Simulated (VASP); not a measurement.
# FeO (Fm-3m) in VASP: relaxation of cell and atoms with PBE

Aim: the relaxation of cell and atoms of FeO with PBE.

Program: VASP 6.6.1. These are calculated values, not measurements. Logs are shortened: lines on timing, memory, paths and dates and some standing lists are left out, and cuts for length are marked.

## 1. The cell of the first run

Symmetry: Fm-3m, No. 225, cubic system. The conventional cell has a = 3.784 Å, b = 3.784 Å, c = 3.784 Å, α = 90.00°, β = 90.00°, γ = 90.00°. Fe (site symmetry m-3m) has 6 O at 1.89 Å within 2.5 Å. Within 2.5 Å of O (site symmetry m-3m) lie 6 Fe at 1.89 Å.

## 2. Relaxation of cell and atoms, PBE, collinear spin, ferromagnetic start

INCAR reads:

```
SYSTEM = FeO
PREC = Accurate ; ENCUT = 600
EDIFF = 1E-6 ; ISMEAR = -1
SIGMA = 0.1 ; LREAL = .FALSE.
LASPH = .TRUE. ; NELM = 150
ALGO = Normal ; ISIF = 3
LWAVE = .FALSE. ; LCHARG = .FALSE.
ISPIN = 2 ; MAGMOM = 2.4 0
LORBIT = 11 ; LMAXMIX = 4
GGA = PE ; IBRION = 2
NSW = 80 ; EDIFFG = -0.01
```

KPOINTS reads:

```
regular mesh
0
G
  15 15 15
  0 0 0
```

POSCAR reads:

```
FeO
1.0
    0.0000000000      1.8920000000      1.8920000000
    1.8920000000      0.0000000000      1.8920000000
    1.8920000000      1.8920000000      0.0000000000
Fe O
1 1
Direct
    0.0000000000      0.0000000000      0.0000000000
    0.5000000000      0.5000000000      0.5000000000
```

Potentials or basis: VASP PAW PBE potentials, release 64 (Fe, O).

Run with:

```sh
> cat potpaw_PBE.64/Fe/POTCAR potpaw_PBE.64/O/POTCAR > POTCAR
> mpirun -np 1 vasp_std > vasp.out
```

OUTCAR:

```text
SYSTEM = FeO
   PREC = Accurate
   ENCUT = 600
   EDIFF = 1E-6
   ISMEAR = -1
   LREAL = .FALSE.
   LASPH = .TRUE.
   NELM = 150
   ISIF = 3
   ISPIN = 2
   LORBIT = 11
   GGA = PE
   IBRION = 2
   NSW = 80
   EDIFFG = -0.01

 ion  position               nearest neighbor table
   1  0.000  0.000  0.000-   2 1.89   2 1.89   2 1.89   2 1.89   2 1.89   2 1.89
   2  0.500  0.500  0.500-   1 1.89   1 1.89   1 1.89   1 1.89   1 1.89   1 1.89

  LATTYP: Found a face centered cubic cell.
 ALAT       =     3.7840000000

  Lattice vectors:

 A1 = (   0.0000000000,   1.8920000000,   1.8920000000)
 A2 = (   1.8920000000,   0.0000000000,   1.8920000000)
 A3 = (   1.8920000000,   1.8920000000,   0.0000000000)

Analysis of symmetry for initial positions (statically):
=====================================================================
 Subroutine PRICEL returns:
 Original cell was already a primitive cell.

 Routine SETGRP: Setting up the symmetry group for a
 face centered cubic supercell.

 Subroutine GETGRP returns: Found 48 space group operations
 (whereof 48 operations were pure point group operations)
 out of a pool of 48 trial point group operations.

The static configuration has the point symmetry O_h .

Analysis of symmetry for dynamics (positions and initial velocities):
=====================================================================
 Subroutine PRICEL returns:
 Original cell was already a primitive cell.

 Routine SETGRP: Setting up the symmetry group for a
 face centered cubic supercell.

 Subroutine GETGRP returns: Found 48 space group operations
 (whereof 48 operations were pure point group operations)
 out of a pool of 48 trial point group operations.

The dynamic configuration has the point symmetry O_h .

Analysis of structural, dynamic, and magnetic symmetry:
=====================================================================
 Subroutine PRICEL returns:
 Original cell was already a primitive cell.

 Routine SETGRP: Setting up the symmetry group for a
 face centered cubic supercell.

 Subroutine GETGRP returns: Found 48 space group operations
 (whereof 48 operations were pure point group operations)
 out of a pool of 48 trial point group operations.

The overall configuration has the point symmetry O_h .

 Subroutine INISYM returns: Found 48 space group operations
 (whereof 48 operations are pure point group operations),
 and found     1 'primitive' translations

----------------------------------------------------------------------------------------

                                     Primitive cell

  volume of cell :      13.5454

  direct lattice vectors                    reciprocal lattice vectors
     0.000000000  1.892000000  1.892000000    -0.264270613  0.264270613  0.264270613
     1.892000000  0.000000000  1.892000000     0.264270613 -0.264270613  0.264270613
     1.892000000  1.892000000  0.000000000     0.264270613  0.264270613 -0.264270613

  length of vectors
     2.675692060  2.675692060  2.675692060     0.457730129  0.457730129  0.457730129

  position of ions in fractional coordinates (direct lattice)
     0.000000000  0.000000000  0.000000000
     0.500000000  0.500000000  0.500000000

  ion indices of the primitive-cell ions
   primitive index   ion index
                 1           1
                 2           2

----------------------------------------------------------------------------------------

 KPOINTS: regular mesh

Automatic generation of k-mesh.
 Grid dimensions read from file:
 generate k-points for:   15   15   15

 Generating k-lattice:

  Cartesian coordinates                     Fractional coordinates (reciprocal lattice)
    -0.017618041  0.017618041  0.017618041     0.066666667  0.000000000  0.000000000
     0.017618041 -0.017618041  0.017618041     0.000000000  0.066666667  0.000000000
     0.017618041  0.017618041 -0.017618041     0.000000000  0.000000000  0.066666667

  Length of vectors
     0.030515342  0.030515342  0.030515342

  Shift w.r.t. Gamma in fractional coordinates (k-lattice)
     0.000000000  0.000000000  0.000000000

 Subroutine IBZKPT returns following result:
 ===========================================

 Found    120 irreducible k-points:

 Following reciprocal coordinates:
            Coordinates               Weight
  0.000000  0.000000  0.000000      1.000000
  0.066667  0.000000  0.000000      8.000000
  0.133333  0.000000  0.000000      8.000000
  0.200000  0.000000  0.000000      8.000000
  0.266667  0.000000  0.000000      8.000000
  0.333333  0.000000  0.000000      8.000000
[... 16 lines left out ...]
  0.133333  0.133333  0.000000      6.000000
  0.200000  0.133333  0.000000     24.000000
 [... further k-points ...]
   k-points           NKPTS =    120   k-points in BZ     NKDIM =    120   number of bands    NBANDS=     12
   number of dos      NEDOS =    301   number of ions     NIONS =      2
   total plane-waves  NPLWV =  13824
   dimension x,y,z NGX =    24 NGY =   24 NGZ =   24
   dimension x,y,z NGXF=    48 NGYF=   48 NGZF=   48
   ions per type =               1   1
   NGX,Y,Z   is equivalent  to a cutoff of  14.91, 14.91, 14.91 a.u.
   NGXF,Y,Z  is equivalent  to a cutoff of  29.82, 29.82, 29.82 a.u.
 SYSTEM =  FeO
   PREC   = accura    normal or accurate (medium, high low for compatibility)
   ISTART =      0    job   : 0-new  1-cont  2-samecut
   ICHARG =      2    charge: 1-file 2-atom 10-const
   ISPIN  =      2    spin polarized calculation?
   LNONCOLLINEAR =      F non collinear calculations
   LSORBIT =      F    spin-orbit coupling
   LASPH  =      T    aspherical Exc in radial PAW
   ENCUT  =  600.0 eV  44.10 Ry    6.64 a.u.   5.34  5.34  5.34*2*pi/ulx,y,z
   NELM   =    150;   NELMIN=  2; NELMDL= -5     # of ELM steps
   EDIFF  = 0.1E-05   stopping-criterion for ELM
   LREAL  =      F    real-space projection
   EDIFFG = -.1E-01   stopping-criterion for IOM
   NSW    =     80    number of steps for IOM
   IBRION =      2    ionic relax: 0-MD 1-quasi-New 2-CG
   NFREE  =      1    steps in history (QN), initial steepest desc. (CG)
   ISIF   =      3    stress and relaxation
   ISYM   =      2    0-nonsym 1-usesym 2-fastsym
   POTIM  = 0.5000    time-step for ionic-motion
   TEBEG  =    0.0;   TEEND  =   0.0 temperature during run
   PSTRESS=    0.0 pullay stress
   NELECT =      14.0000    total number of electrons
   NUPDOWN=      -1.0000    fix difference up-down
   EMIN   =  10.00;   EMAX   =-10.00  energy-range for DOS
   EFERMI =   0.00;   METHOD = LEGACY
   ISMEAR =    -1;   SIGMA  =   0.10  broadening in eV -4-tet -1-fermi 0-gaus
   EFERMI_NEDOS =   21; number of points for ismear=-14 and -15
   IALGO  =     38    algorithm
   IMIX   =      4    mixing-type and parameters
     AMIX     =   0.40;   BMIX     =  1.00
     AMIX_MAG =   1.60;   BMIX_MAG =  1.00
  volume/ion in A,a.u.               =       6.77        45.70
  Fermi-wavevector in a.u.,A,eV,Ry     =   1.655210  3.127893 37.276146  2.739719
  Thomas-Fermi vector in A             =   2.743345
   LORBIT       =     11    0 simple, 1 ext, 2 COOP (PROOUT), +10 PAW based schemes
   GGA     = PE    functional components
   LHFCALC =     F    Hartree Fock is set to
   AEXX    =    0.0000 exact exchange contribution
   IVDW    =     0    specifies the selected vdW correction
   LEPSILON=     F    determine dielectric tensor
   LRPA    =     F    only Hartree local field effects (RPA)
 conjugate gradient relaxation of ions
 spin polarized calculation
  energy-cutoff  :      600.00
  volume of cell :       13.55
 maximum number of plane-waves:       464
 NGX is ok and might be reduce to    24
   NGX = 11   NGY = 11   NGZ = 11

--------------------------------------- Ionic step        1  -------------------------------------------

 number of electron      14.0000003 magnetization       1.5895475

 Free energy of the ion-electron system (eV)
  ---------------------------------------------------
  ext. energy  EPLUGINS =         0.00000000
  ---------------------------------------------------
  free energy    TOTEN  =       -12.98880533 eV

  energy without entropy =      -12.90582902  energy(sigma->0) =      -12.94731718

 E-fermi :  11.1377     XC(G=0): -14.5507

 val. band max:       11.1298404604   @ k =  -0.2667   0.2667   0.0667
 cond. band min:      11.1387543254   @ k =  -0.4000   0.3333   0.0667
 fundamental gap:      0.0089138649
 Fermi energy:        11.1377158605

 spin component 1

 k-point     1 :       0.0000    0.0000    0.0000
  band No.  band energies     occupation
      1     -13.6083      1.00000
      2       5.4511      1.00000
      3       5.4511      1.00000
      4       5.4511      1.00000
      5       7.5767      1.00000
      6       7.5767      1.00000
      7       7.5767      1.00000
      8       8.4394      1.00000
      9       8.4394      1.00000
     10      14.4498      0.00000
     11      28.1177      0.00000
     12      32.4708      0.00000
[... 744 lines left out ...]
--------------------------------------- Ionic step        2  -------------------------------------------

 number of electron      13.9999992 magnetization       4.0143271

 E-fermi :   3.7891     XC(G=0): -10.8976

 val. band max:        3.7872597226   @ k =  -0.3333   0.3333   0.1333
 cond. band min:       3.7949946383   @ k =   0.2667   0.0667   0.0000
 fundamental gap:      0.0077349157
 Fermi energy:         3.7891274382

 spin component 1

 k-point     1 :       0.0000    0.0000    0.0000
  band No.  band energies     occupation
      1     -15.1418      1.00000
      2       0.1497      1.00000
      3       0.1497      1.00000
      4       0.1497      1.00000
      5       0.1792      1.00000
      6       0.1792      1.00000
      7       0.8496      1.00000
      8       0.8496      1.00000
      9       0.8496      1.00000
     10       2.9144      0.99984
     11      18.4431      0.00000
     12      19.0799      0.00000
[... 774 lines left out ...]
  FREE ENERGIE OF THE ION-ELECTRON SYSTEM (eV)
  ---------------------------------------------------
  free  energy   TOTEN  =       -14.9364718464 eV

  energy  without entropy=      -14.8880892675  energy(sigma->0) =      -14.91228056

[... ionic steps 4 to 15 ...]

--------------------------------------- Ionic step       16  -------------------------------------------

 number of electron      13.9999998 magnetization       3.9958967

------------------------ aborting loop because EDIFF is reached ----------------------------------------
[... 67 lines left out ...]
--------------------------------------- Ionic step       18  -------------------------------------------

 number of electron      13.9999998 magnetization       3.9961123

 Free energy of the ion-electron system (eV)
  ---------------------------------------------------
  ext. energy  EPLUGINS =         0.00000000
  ---------------------------------------------------
  free energy    TOTEN  =       -14.93929923 eV

  energy without entropy =      -14.89193344  energy(sigma->0) =      -14.91561633

 E-fermi :   6.2251     XC(G=0): -12.1822

 val. band max:        6.2246225422   @ k =   0.4667   0.1333   0.0667
 cond. band min:       6.2330989348   @ k =  -0.2667   0.1333   0.0000
 fundamental gap:      0.0084763926
 Fermi energy:         6.2251322740

 spin component 1

 k-point     1 :       0.0000    0.0000    0.0000
  band No.  band energies     occupation
      1     -14.5111      1.00000
      2       2.3746      1.00000
      3       2.3746      1.00000
      4       2.3746      1.00000
      5       2.4289      1.00000
      6       2.4289      1.00000
      7       2.4289      1.00000
      8       2.5746      1.00000
      9       2.5746      1.00000
     10       6.3484      0.22576
     11      21.7161      0.00000
     12      23.3054      0.00000
[... 738 lines left out ...]
  FREE ENERGIE OF THE ION-ELECTRON SYSTEM (eV)
  ---------------------------------------------------
  free  energy   TOTEN  =       -14.9392992334 eV

  energy  without entropy=      -14.8919334363  energy(sigma->0) =      -14.91561633

 reached required accuracy - stopping structural energy minimisation

 total charge

# of ion       s       p       d       tot
------------------------------------------
    1        0.288   0.360   6.090   6.738
    2        1.563   3.441   0.000   5.004
--------------------------------------------------
tot          1.852   3.801   6.090  11.743

 magnetization (x)

# of ion       s       p       d       tot
------------------------------------------
    1        0.027   0.021   3.566   3.614
    2        0.030   0.271   0.000   0.301
--------------------------------------------------
tot          0.057   0.293   3.566   3.916
```

Run time: 3.1 min. Hardware: 1 thread of AMD EPYC 9R45 (Zen 5), shared host; peak memory 0.16 GiB.

Results:

```
Free energy                                           : -14.9393 eV
Relaxed volume                                        : 9.98 Å³/atom
Relaxed cell                                          : a = 3.045 Å, b = 3.045 Å, c = 3.045 Å, α = 60.00°, β = 60.00°, γ = 60.00°
Space group after relaxing (to 0.1 Å)                 : Fm-3m (No. 225)
Energy gained by relaxing                             : 975.2 meV/atom
Ionic steps                                           : 18
Pressure after relaxing                               : 0.0 GPa
Band gap on the k mesh                                : zero (filled and empty bands overlap)
Net moment                                            : 4.00 μB per cell
Site moments                                          : Fe +3.61; O +0.30 μB
Valence electrons inside the program's atomic spheres : Fe 6.74; O 5.00
```

The path:
| step | energy change (eV) | largest force (eV/Å) | pressure (GPa) | volume (Å³) |
| --- | --- | --- | --- | --- |
| 1 | 0.0000 | 0.0000 | 114.48 | 13.55 |
| 2 | -1.3303 | 0.0000 | -30.26 | 25.42 |
| 3 | -1.9477 | 0.0000 | -2.93 | 20.26 |
| 4 | -1.9505 | 0.0000 | -0.28 | 19.98 |
| 5 | -1.9501 | 0.0000 | 1.22 | 19.84 |
| 6 | -1.9501 | 0.0000 | 1.13 | 19.84 |
| 7 | -1.9501 | 0.0000 | 0.99 | 19.85 |
| 8 | -1.9501 | 0.0000 | 1.04 | 19.85 |
| 9 | -1.9501 | 0.0000 | 1.06 | 19.85 |
| 10 | -1.9502 | 0.0000 | 1.06 | 19.85 |
| 11 | -1.9502 | 0.0000 | 1.06 | 19.85 |
| 12 | -1.9502 | 0.0000 | 1.00 | 19.86 |
| 13 | -1.9502 | 0.0000 | 0.93 | 19.86 |
| 14 | -1.9503 | 0.0000 | 0.80 | 19.87 |
| 15 | -1.9503 | 0.0000 | 0.61 | 19.89 |
| 16 | -1.9505 | 0.0000 | 0.31 | 19.93 |
| 17 | -1.9504 | 0.0000 | -0.43 | 20.00 |
| 18 | -1.9505 | 0.0000 | 0.02 | 19.96 |

Final structure:
```yaml
crystal:
  lattice:
    - [0.00000, 2.15287, 2.15287]
    - [2.15287, 0.00000, 2.15287]
    - [2.15287, 2.15287, 0.00000]
  atoms:
    - { symbol: Fe, position: [0.00000, 0.00000, 0.00000] }
    - { symbol: O, position: [0.50000, 0.50000, 0.50000] }
```

Levels at points of the mesh, in eV from the Fermi level:
Spin up:
```
           k point  band 5  band 6  band 7  band 8  band 9  band 10  band 11  band 12
(0.00, 0.00, 0.00)   -3.80   -3.80   -3.80   -3.65   -3.65     0.12    15.49    17.08
```
Spin down:
| k point | band 3 | band 4 | band 5 | band 6 | band 7 | band 8 |
| --- | --- | --- | --- | --- | --- | --- |
| (0.00, 0.00, 0.00) | -3.24 | -3.24 | -0.72 | -0.72 | -0.72 | 0.21 |

Caveat: the volume moved by over 15 % at a fixed basis, so the end points are rough; a cell with one magnetic atom can't hold antiferromagnetic order, which such compounds often take; semilocal functionals often make such compounds metallic where correlation or magnetic order opens a gap, which also shifts bond lengths.
